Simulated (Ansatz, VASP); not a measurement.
One calculation of KCl, two programs

File INCAR:

```
SYSTEM = KCl
ALGO = Normal ; EDIFF = 1E-7
ENCUT = 520 ; GGA = PE
ISIF = 2 ; ISMEAR = 0
LASPH = .TRUE. ; LCHARG = .TRUE.
LELF = .TRUE. ; LREAL = .FALSE.
LVHAR = .TRUE. ; LWAVE = .FALSE.
NBANDS = 15 ; NELM = 100
PREC = Accurate ; SIGMA = 0.05
```

File KPOINTS:

```
k-points
0
G
  8 8 8
  0 0 0
```

POSCAR

```
KCl
1.0
    0.0000000000      3.5427808131      2.5047460348
    3.5427808131      0.0000000000      2.5047460348
    3.5427808131      3.5427808131      0.0000000000
K Cl
1 1
Direct
    0.0000000000      0.0000000000      0.0000000000
    0.5000000000      0.5000000000      0.5000000000
```

Input for Ansatz:

```yaml
crystal:
  lattice:
    - [0.0, 3.5427808131, 2.5047460348]
    - [3.5427808131, 0.0, 2.5047460348]
    - [3.5427808131, 3.5427808131, 0.0]
  atoms:
    - { symbol: K, position: [0.0, 0.0, 0.0] }
    - { symbol: Cl, position: [0.5, 0.5, 0.5] }
basis:
  ecutwfc: 420
kpoints:
  mp_grid: { grid: [8, 8, 8] }
hamiltonian:
  xc: pbe
scf:
  occupations: { method: gaussian, width: 0.05 }
output:
  forces: true
  stress: true
  eigenvalues: true
```

Alike in both runs: task single point; functional PBE; k mesh 8 × 8 × 8; occupations gaussian, width 0.05 eV; no spin polarisation.

|  | VASP | Ansatz |
| --- | --- | --- |
| version | VASP 6.6.1 | Ansatz 0.2.0 |
| potentials or method | VASP PAW PBE potentials, release 64 (K_sv, Cl), cutoff 520 eV | scalar-relativistic, plane waves, PAW |
| valence electrons in the cell | 16 | 16 |

```tsv
	VASP	Ansatz	Ansatz less VASP
gap on the k mesh at the Fermi level (eV)	3.93	3.93	+0.006
least direct gap on the mesh (eV)	3.93	3.93	+0.006
pressure (GPa)	9.9	9.7	-0.17
traceless stress, the component that is largest in VASP (GPa)	21.91	21.52	-0.389
```
